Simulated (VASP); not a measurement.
# Si4Ru (P-43m) in VASP: a series of runs

The runs below take Si4Ru through relaxation of cell and atoms, single point, with PBE.

All numbers are computed with VASP 6.6.1; they aren't measurements. Logs are shortened: lines on timing, memory, paths and dates and some standing lists are left out, and cuts for length are marked.

## (1) The cell of the first run

The structure is cubic, space group P-43m (No. 215). Conventional cell: a = 4.498 Å, b = 4.498 Å, c = 4.498 Å, α = 90.00°, β = 90.00°, γ = 90.00°. Si (site symmetry 3m) has 1 Ru at 1.90 Å within 2.5 Å. Within 2.5 Å of Ru (site symmetry -43m) lie 4 Si at 1.90 Å.

## (2) Relaxation of cell and atoms, PBE

File INCAR:

```
SYSTEM = Si4Ru
PREC     = Accurate       ! precision mode
ENCUT    = 600            ! plane-wave cutoff, eV
EDIFF    = 1E-7           ! SCF threshold, eV
ISMEAR   = 0              ! smearing method
SIGMA    = 0.1            ! smearing width, eV
LREAL    = .FALSE.        ! projectors in reciprocal space
LASPH    = .TRUE.         ! aspherical terms in the spheres
NELM     = 100            ! most SCF steps
ALGO     = Normal         ! electronic algorithm
ISIF     = 3              ! what is computed and relaxed
LWAVE    = .FALSE.        ! write WAVECAR
LCHARG   = .FALSE.        ! write CHGCAR
GGA      = PE             ! functional
IBRION   = 2              ! ionic algorithm
NSW      = 90             ! ionic steps
EDIFFG   = -0.04          ! ionic threshold
```

File KPOINTS:

```
Automatic mesh
0
G
  4 4 4
  0 0 0
```

File POSCAR:

```
Si4Ru
1.0
    4.4979489400      0.0000000000      0.0000000000
    0.0000000000      4.4979489400      0.0000000000
    0.0000000000      0.0000000000      4.4979489400
Si Ru
4 1
Direct
    0.2437810800      0.7562189200      0.7562189200
    0.7562189200      0.2437810800      0.7562189200
    0.7562189200      0.7562189200      0.2437810800
    0.2437810800      0.2437810800      0.2437810800
    0.0000000000      0.0000000000      0.0000000000
```

Potentials or basis: VASP PAW PBE potentials, release 64 (Si, Ru_pv).

On the command line:

```console
cat potpaw_PBE.64/Si/POTCAR potpaw_PBE.64/Ru_pv/POTCAR > POTCAR
mpirun -np 1 vasp_std > vasp.out
```

OUTCAR:

```text
SYSTEM = Si4Ru
   PREC = Accurate
   ENCUT = 600
   EDIFF = 1E-7
   ISMEAR = 0
   LREAL = .FALSE.
   LASPH = .TRUE.
   NELM = 100
   ISIF = 3
   GGA = PE
   IBRION = 2
   NSW = 90
   EDIFFG = -0.04

 ion  position               nearest neighbor table
   1  0.244  0.756  0.756-   5 1.90   3 3.10   4 3.10   2 3.10
   2  0.756  0.244  0.756-   5 1.90   3 3.10   4 3.10   1 3.10
   3  0.756  0.756  0.244-   5 1.90   2 3.10   4 3.10   1 3.10
   4  0.244  0.244  0.244-   5 1.90   2 3.10   3 3.10   1 3.10
   5  0.000  0.000  0.000-   1 1.90   2 1.90   3 1.90   4 1.90

  LATTYP: Found a simple cubic cell.
 ALAT       =     4.4979489400

  Lattice vectors:

 A1 = (   4.4979489400,   0.0000000000,   0.0000000000)
 A2 = (   0.0000000000,   4.4979489400,   0.0000000000)
 A3 = (   0.0000000000,   0.0000000000,   4.4979489400)

Analysis of symmetry for initial positions (statically):
=====================================================================
 Subroutine PRICEL returns:
 Original cell was already a primitive cell.

 Routine SETGRP: Setting up the symmetry group for a
 simple cubic supercell.

 Subroutine GETGRP returns: Found 24 space group operations
 (whereof 24 operations were pure point group operations)
 out of a pool of 48 trial point group operations.

The static configuration has the point symmetry T_d .

Analysis of symmetry for dynamics (positions and initial velocities):
=====================================================================
 Subroutine PRICEL returns:
 Original cell was already a primitive cell.

 Routine SETGRP: Setting up the symmetry group for a
 simple cubic supercell.

 Subroutine GETGRP returns: Found 24 space group operations
 (whereof 24 operations were pure point group operations)
 out of a pool of 48 trial point group operations.

The dynamic configuration has the point symmetry T_d .

 Subroutine INISYM returns: Found 24 space group operations
 (whereof 24 operations are pure point group operations),
 and found     1 'primitive' translations

----------------------------------------------------------------------------------------

                                     Primitive cell

  volume of cell :      91.0005

  direct lattice vectors                    reciprocal lattice vectors
     4.497948940  0.000000000  0.000000000     0.222323555  0.000000000  0.000000000
     0.000000000  4.497948940  0.000000000     0.000000000  0.222323555  0.000000000
     0.000000000  0.000000000  4.497948940     0.000000000  0.000000000  0.222323555

  length of vectors
     4.497948940  4.497948940  4.497948940     0.222323555  0.222323555  0.222323555

  position of ions in fractional coordinates (direct lattice)
     0.243781080  0.756218920  0.756218920
     0.756218920  0.243781080  0.756218920
     0.756218920  0.756218920  0.243781080
     0.243781080  0.243781080  0.243781080
     0.000000000  0.000000000  0.000000000

  ion indices of the primitive-cell ions
   primitive index   ion index
                 1           1
                 2           2
                 3           3
                 4           4
                 5           5

----------------------------------------------------------------------------------------

 KPOINTS: Automatic mesh

Automatic generation of k-mesh.
 Grid dimensions read from file:
 generate k-points for:    4    4    4

 Generating k-lattice:

  Cartesian coordinates                     Fractional coordinates (reciprocal lattice)
     0.055580889  0.000000000  0.000000000     0.250000000  0.000000000  0.000000000
     0.000000000  0.055580889  0.000000000     0.000000000  0.250000000  0.000000000
     0.000000000  0.000000000  0.055580889     0.000000000  0.000000000  0.250000000

  Length of vectors
     0.055580889  0.055580889  0.055580889

  Shift w.r.t. Gamma in fractional coordinates (k-lattice)
     0.000000000  0.000000000  0.000000000

 Subroutine IBZKPT returns following result:
 ===========================================

 Found     10 irreducible k-points:

 Following reciprocal coordinates:
            Coordinates               Weight
  0.000000  0.000000  0.000000      1.000000
  0.250000  0.000000  0.000000      6.000000
  0.500000  0.000000  0.000000      3.000000
  0.250000  0.250000  0.000000     12.000000
  0.500000  0.250000  0.000000     12.000000
  0.500000  0.500000  0.000000      3.000000
  0.250000  0.250000  0.250000      8.000000
  0.500000  0.250000  0.250000     12.000000
  0.500000  0.500000  0.250000      6.000000
  0.500000  0.500000  0.500000      1.000000
   k-points           NKPTS =     10   k-points in BZ     NKDIM =     10   number of bands    NBANDS=     19
   number of dos      NEDOS =    301   number of ions     NIONS =      5
   total plane-waves  NPLWV =  46656
   dimension x,y,z NGX =    36 NGY =   36 NGZ =   36
   dimension x,y,z NGXF=    72 NGYF=   72 NGZF=   72
   ions per type =               4   1
   NGX,Y,Z   is equivalent  to a cutoff of  13.31, 13.31, 13.31 a.u.
   NGXF,Y,Z  is equivalent  to a cutoff of  26.61, 26.61, 26.61 a.u.
 SYSTEM =  Si4Ru
   PREC   = accura    normal or accurate (medium, high low for compatibility)
   ISTART =      0    job   : 0-new  1-cont  2-samecut
   ICHARG =      2    charge: 1-file 2-atom 10-const
   ISPIN  =      1    spin polarized calculation?
   LNONCOLLINEAR =      F non collinear calculations
   LSORBIT =      F    spin-orbit coupling
   LASPH  =      T    aspherical Exc in radial PAW
   ENCUT  =  600.0 eV  44.10 Ry    6.64 a.u.   8.98  8.98  8.98*2*pi/ulx,y,z
   NELM   =    100;   NELMIN=  2; NELMDL= -5     # of ELM steps
   EDIFF  = 0.1E-06   stopping-criterion for ELM
   LREAL  =      F    real-space projection
   EDIFFG = -.4E-01   stopping-criterion for IOM
   NSW    =     90    number of steps for IOM
   IBRION =      2    ionic relax: 0-MD 1-quasi-New 2-CG
   NFREE  =      1    steps in history (QN), initial steepest desc. (CG)
   ISIF   =      3    stress and relaxation
   ISYM   =      2    0-nonsym 1-usesym 2-fastsym
   POTIM  = 0.5000    time-step for ionic-motion
   TEBEG  =    0.0;   TEEND  =   0.0 temperature during run
   PSTRESS=    0.0 pullay stress
   NELECT =      30.0000    total number of electrons
   NUPDOWN=      -1.0000    fix difference up-down
   EMIN   =  10.00;   EMAX   =-10.00  energy-range for DOS
   EFERMI =   0.00;   METHOD = LEGACY
   ISMEAR =     0;   SIGMA  =   0.10  broadening in eV -4-tet -1-fermi 0-gaus
   EFERMI_NEDOS =   21; number of points for ismear=-14 and -15
   IALGO  =     38    algorithm
   IMIX   =      4    mixing-type and parameters
     AMIX     =   0.40;   BMIX     =  1.00
     AMIX_MAG =   1.60;   BMIX_MAG =  1.00
  volume/ion in A,a.u.               =      18.20       122.82
  Fermi-wavevector in a.u.,A,eV,Ry     =   1.130926  2.137140 17.401754  1.278993
  Thomas-Fermi vector in A             =   2.267623
   LORBIT       =      0    0 simple, 1 ext, 2 COOP (PROOUT), +10 PAW based schemes
   GGA     = PE    functional components
   LHFCALC =     F    Hartree Fock is set to
   AEXX    =    0.0000 exact exchange contribution
   IVDW    =     0    specifies the selected vdW correction
   LEPSILON=     F    determine dielectric tensor
   LRPA    =     F    only Hartree local field effects (RPA)
 conjugate gradient relaxation of ions
 non-spin polarized calculation
 Gauss-broadening in eV      SIGMA  =   0.10
  energy-cutoff  :      600.00
  volume of cell :       91.00
 maximum number of plane-waves:      3060
 NGX is ok and might be reduce to    36
   NGX = 17   NGY = 17   NGZ = 17

--------------------------------------- Ionic step        1  -------------------------------------------

 number of electron      29.9999992 magnetization

 Free energy of the ion-electron system (eV)
  ---------------------------------------------------
  ext. energy  EPLUGINS =         0.00000000
  ---------------------------------------------------
  free energy    TOTEN  =       -20.61820337 eV

  energy without entropy =      -20.60162914  energy(sigma->0) =      -20.60991626

------------------------ aborting loop because EDIFF is reached ----------------------------------------

  FORCE on cell =-STRESS in cart. coord.  units (eV):
  Direction    XX          YY          ZZ          XY          YZ          ZX
  --------------------------------------------------------------------------------------
  -------------------------------------------------------------------------------------
  Total       23.5180999     23.5180999     23.5180999      0.0000000      0.0000000      0.0000000
  in kB      414.0656944    414.0656944    414.0656944      0.0000000      0.0000000      0.0000000
  external PRESSURE =     414.0656944 kB  Pullay stress =       0.0000000 kB
[... 98 lines left out ...]
  FREE ENERGIE OF THE ION-ELECTRON SYSTEM (eV)
  ---------------------------------------------------
  free  energy   TOTEN  =       -22.8263082576 eV

  energy  without entropy=      -22.8151337925  energy(sigma->0) =      -22.82072103

 E-fermi :   3.3383     XC(G=0):  -8.9179

 val. band max:        3.2476866570   @ k =   0.5000   0.0000   0.0000
 cond. band min:       3.5942622324   @ k =   0.2500   0.0000   0.0000
 fundamental gap:      0.3465755755
 Fermi energy:         3.3382714950

 k-point     1 :       0.0000    0.0000    0.0000
  band No.  band energies     occupation
      1     -38.2799      2.00000
      2     -38.2799      2.00000
      3     -38.2799      2.00000
      4      -5.9401      2.00000
      5      -2.0299      2.00000
      6      -2.0299      2.00000
[... 11 lines left out ...]
     18       4.6844      0.00000
     19       5.4114      0.00000
[... 181 lines left out ...]
      3     -38.2800      2.00000
      4      -4.2653      2.00000
      5      -2.9954      2.00000
      6      -2.9954      2.00000
[... 11 lines left out ...]
     18       6.3702      0.00000
     19       7.2432      0.00000

 E-fermi :   5.1946     XC(G=0):  -9.7327

 val. band max:        5.1254264691   @ k =   0.2500   0.2500   0.0000
 cond. band min:       5.4152573091   @ k =   0.0000   0.0000   0.0000
 fundamental gap:      0.2898308400
 Fermi energy:         5.1946353403

 k-point     1 :       0.0000    0.0000    0.0000
  band No.  band energies     occupation
      1     -36.7405      2.00000
      2     -36.7405      2.00000
      3     -36.7405      2.00000
      4      -4.8286      2.00000
      5      -0.3279      2.00000
      6      -0.3279      2.00000
[... 11 lines left out ...]
     18       7.1623      0.00000
     19       7.1623      0.00000
[... 181 lines left out ...]
      3     -36.7410      2.00000
      4      -1.7861      2.00000
      5      -1.6799      2.00000
      6      -1.6799      2.00000
[... 11 lines left out ...]
     18       9.8631      0.00000
     19       9.8631      0.00000

[... ionic steps 4 to 11 ...]

--------------------------------------- Ionic step       12  -------------------------------------------

 number of electron      29.9999999 magnetization

------------------------ aborting loop because EDIFF is reached ----------------------------------------

  FORCE on cell =-STRESS in cart. coord.  units (eV):
  Direction    XX          YY          ZZ          XY          YZ          ZX
  --------------------------------------------------------------------------------------
  -------------------------------------------------------------------------------------
  Total       -0.1578327     -0.1578327     -0.1578327      0.0000000      0.0000000      0.0000000
  in kB       -2.9258749     -2.9258749     -2.9258749      0.0000000      0.0000000      0.0000000
  external PRESSURE =      -2.9258749 kB  Pullay stress =       0.0000000 kB
[... 63 lines left out ...]
  energy  without entropy=      -28.3893277499  energy(sigma->0) =      -28.40197493

--------------------------------------- Ionic step       14  -------------------------------------------

 number of electron      29.9999998 magnetization

 Free energy of the ion-electron system (eV)
  ---------------------------------------------------
  ext. energy  EPLUGINS =         0.00000000
  ---------------------------------------------------
  free energy    TOTEN  =       -28.42031645 eV

  energy without entropy =      -28.39639777  energy(sigma->0) =      -28.40835711

 E-fermi :   7.8186     XC(G=0): -10.7055

 val. band max:        7.8016299315   @ k =   0.5000   0.2500   0.0000
 cond. band min:       7.8567555034   @ k =   0.2500   0.0000   0.0000
 fundamental gap:      0.0551255719
 Fermi energy:         7.8186038737

 k-point     1 :       0.0000    0.0000    0.0000
  band No.  band energies     occupation
      1     -34.2228      2.00000
      2     -34.2228      2.00000
      3     -34.2228      2.00000
      4      -4.5364      2.00000
      5       2.3170      2.00000
      6       2.3170      2.00000
[... 11 lines left out ...]
     18       9.7233      0.00000
     19      10.2703      0.00000
[... 228 lines left out ...]
  FREE ENERGIE OF THE ION-ELECTRON SYSTEM (eV)
  ---------------------------------------------------
  free  energy   TOTEN  =       -28.4203164513 eV

  energy  without entropy=      -28.3963977702  energy(sigma->0) =      -28.40835711

 reached required accuracy - stopping structural energy minimisation
```

It took 2.1 min on 1 thread of AMD EPYC 9R45 (Zen 5), shared host; peak memory 0.19 GiB.

Results:

```yaml
Free_energy: -28.4203 eV
Relaxed_volume: 17.41 Å³/atom
Relaxed_cell: a = 4.432 Å, b = 4.432 Å, c = 4.432 Å, α = 90.00°, β = 90.00°, γ = 90.00°
Space_group_after_relaxing_to_0.05_Å: P-43m (No. 215)
Energy_gained_by_relaxing: 1560.4 meV/atom
Ionic_steps: 14
Pressure_after_relaxing: -0.3 GPa
Largest_force_after_relaxing: 0.024 eV/Å
Band_gap_on_the_k_mesh: zero (band 15 reaches 7.89 eV, above the bottom of band 16 at 6.53 eV)
```

Forces in eV/Å, atoms in the order of the input:
```
Si   0.014 -0.014 -0.014
Si  -0.014  0.014 -0.014
Si  -0.014 -0.014  0.014
Si   0.014  0.014  0.014
Ru   0.000  0.000  0.000
```

Step by step:
```tsv
step	energy change (eV)	largest force (eV/Å)	pressure (GPa)	volume (Å³)
1	0.0000	11.6705	41.41	91.00
2	-0.2483	0.1533	-14.60	168.07
3	-2.2081	0.6050	-16.61	149.85
4	-4.0284	0.7013	-16.99	135.19
5	-6.2308	1.0490	-9.02	111.64
6	-6.2344	1.7959	-5.50	107.94
7	-6.2549	1.4423	-7.18	109.57
8	-7.1201	1.5049	-4.91	98.44
9	-7.6878	0.4692	6.83	81.53
10	-7.7212	0.8676	2.86	85.26
11	-7.7249	0.7593	3.92	84.16
12	-7.7519	0.7399	-0.29	86.43
13	-7.7964	0.0704	1.33	85.42
14	-7.8021	0.0244	-0.30	87.03
```

Final structure:
```cif
data_structure
_symmetry_space_group_name_H-M 'P 1'
_symmetry_Int_Tables_number 1
_cell_length_a 4.4316
_cell_length_b 4.4316
_cell_length_c 4.4316
_cell_angle_alpha 90.000
_cell_angle_beta 90.000
_cell_angle_gamma 90.000
_cell_volume 87.03
loop_
_atom_site_label
_atom_site_type_symbol
_atom_site_fract_x
_atom_site_fract_y
_atom_site_fract_z
_atom_site_occupancy
Si1 Si 0.29711 0.70289 0.70289 1
Si2 Si 0.70289 0.29711 0.70289 1
Si3 Si 0.70289 0.70289 0.29711 1
Si4 Si 0.29711 0.29711 0.29711 1
Ru1 Ru 0.00000 0.00000 0.00000 1
```

## (3) Single point, PBE

This run uses another cell than the first one, of 17.05 Å³/atom, 0.937 times its volume.

File INCAR:

```
ALGO = Normal
EDIFF = 1E-6
ENCUT = 520
GGA = PE
ISIF = 2
ISMEAR = 0
LASPH = True
LCHARG = True
LELF = True
LREAL = False
LVHAR = True
LWAVE = False
NBANDS = 23
NELM = 100
PREC = Accurate
SIGMA = 0.1
```

File KPOINTS:

```
k-points
0
Gamma
  8 8 8
```

File POSCAR:

```
Si4Ru
1.0
    4.4008199766      0.0000000000      0.0000000000
    0.0000000000      4.4008199766      0.0000000000
    0.0000000000      0.0000000000      4.4008199766
Si Ru
4 1
Direct
    0.3001072060      0.6998927940      0.6998927940
    0.6998927940      0.3001072060      0.6998927940
    0.6998927940      0.6998927940      0.3001072060
    0.3001072060      0.3001072060      0.3001072060
    0.0000000000      0.0000000000      0.0000000000
```

Potentials or basis: VASP PAW PBE potentials, release 64 (Si, Ru_pv).

On the command line:

```console
cat potpaw_PBE.64/Si/POTCAR potpaw_PBE.64/Ru_pv/POTCAR > POTCAR
mpirun -np 1 vasp_std > vasp.out
```

It took 30 s on 1 thread of AMD EPYC 9R45 (Zen 5), shared host; peak memory 0.2 GiB.

It converged, with:

```
Free energy            : -28.5112 eV
Pressure               : 0.0 GPa
Largest force          : 0.008 eV/Å
Band gap on the k mesh : zero (band 15 reaches 8.47 eV, above the bottom of band 16 at 6.75 eV)
```

Forces in eV/Å, atoms in the order of the input:
```
Si   0.005 -0.005 -0.005
Si  -0.005  0.005 -0.005
Si  -0.005 -0.005  0.005
Si   0.005  0.005  0.005
Ru   0.000  0.000  0.000
```

Levels at points of the mesh, in eV from the Fermi level:
```csv
k point,band 11,band 12,band 13,band 14,band 15,band 16,band 17,band 18,band 19,band 20
"(0.00, 0.00, 0.00)",-2.28,-2.28,-2.28,-0.17,-0.17,2.02,2.02,2.02,2.67,2.67
"(0.50, 0.00, 0.00)",-2.20,-1.94,-1.61,-1.61,-0.95,-0.52,-0.52,3.18,3.38,4.72
"(0.50, 0.50, 0.00)",-3.04,-1.51,-1.34,-0.46,0.21,0.21,1.82,2.48,2.48,3.63
"(0.50, 0.50, 0.50)",-3.59,-1.28,-1.28,-1.19,-1.19,-1.19,4.33,4.33,6.14,6.14
```

(Continued in part 2 of 2.)
